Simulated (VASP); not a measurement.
Input of a VASP 6.6.1 run:

The input POSCAR:

```
FePt
1.0
    2.7235000000      0.0000000000      0.0000000000
    0.0000000000      2.7235000000      0.0000000000
    0.0000000000      0.0000000000      3.7200000000
Pt Fe
1 1
Direct
    0.5000000000      0.5000000000      0.5000000000
    0.0000000000      0.0000000000      0.0000000000
```

File INCAR.step1:

```
PREC = Accurate ; ENCUT = 520
EDIFF = 1E-6 ; ISMEAR = -1
SIGMA = 0.05 ; LREAL = False
LASPH = True ; NELM = 150
ALGO = Normal ; ISIF = 2
LWAVE = False ; LCHARG = True
ISPIN = 2 ; MAGMOM = 0 3
LMAXMIX = 4 ; GGA = RE
NBANDS = 20
```

File KPOINTS.step1:

```
regular mesh
0
Gamma
  6 6 4
```

INCAR.step2

```
PREC = Accurate ; ENCUT = 520
EDIFF = 1E-6 ; ISMEAR = -5
SIGMA = 0.05 ; LREAL = False
LASPH = True ; NELM = 150
ALGO = Normal ; ISIF = 2
LWAVE = False ; LCHARG = False
ISPIN = 2 ; MAGMOM = 0 3
LORBIT = 11 ; LMAXMIX = 4
GGA = RE ; NBANDS = 20
NEDOS = 2001 ; ICHARG = 11
```

The input KPOINTS.step2:

```
regular mesh
0
Gamma
  9 9 6
```

Potentials or basis: VASP PAW PBE potentials, release 64 (Pt, Fe).

Launch:

```sh
$ cat potpaw_PBE.64/Pt/POTCAR potpaw_PBE.64/Fe/POTCAR > POTCAR
$ cp INCAR.step1 INCAR
$ cp KPOINTS.step1 KPOINTS
$ mpirun -np 1 vasp_std > vasp.out
$ cp INCAR.step2 INCAR
$ cp KPOINTS.step2 KPOINTS
$ mpirun -np 1 vasp_std > vasp.out
```

Problem. Estimate the site moments.

Solution. Pt +0.31; Fe +2.92 μB.

Problem. Estimate the net moment.

Solution. 3.30 μB per cell.

Caveat: the k points lie up to 0.42 Å⁻¹ apart.
